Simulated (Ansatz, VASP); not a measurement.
ZnO: VASP beside Ansatz

```xyz
4
Lattice="3.2493 0.0000 0.0000 -1.6247 2.8140 0.0000 0.0000 0.0000 5.2057" Properties=species:S:1:pos:R:3 pbc="T T T"
Zn    0.0000    1.8760    2.6029
Zn    1.6247    0.9380    0.0000
O     1.6247    0.9380    1.9730
O     0.0000    1.8760    4.5759
```

Alike in both runs: task single point; functional RPBE; k mesh 6 × 6 × 4; no spin polarisation.

|  | VASP | Ansatz |
| --- | --- | --- |
| version | VASP 6.6.1 | Ansatz 0.2.0 |
| potentials or method | VASP PAW PBE potentials, release 64 (Zn, O_h), cutoff 1340 eV | plane waves, PAW |
| occupations | gaussian, width 0.01 eV | fixed |
| valence electrons in the cell | 36 | 36 |

```tsv
	VASP	Ansatz	Ansatz less VASP
pressure (GPa)	10.5	9.5	-1.01
traceless stress, the component that is largest in VASP (GPa)	1.12	1.09	-0.038
```

VASP's potentials were made for PBE, not for RPBE. Ansatz's warnings: structure snapped to symmetry.
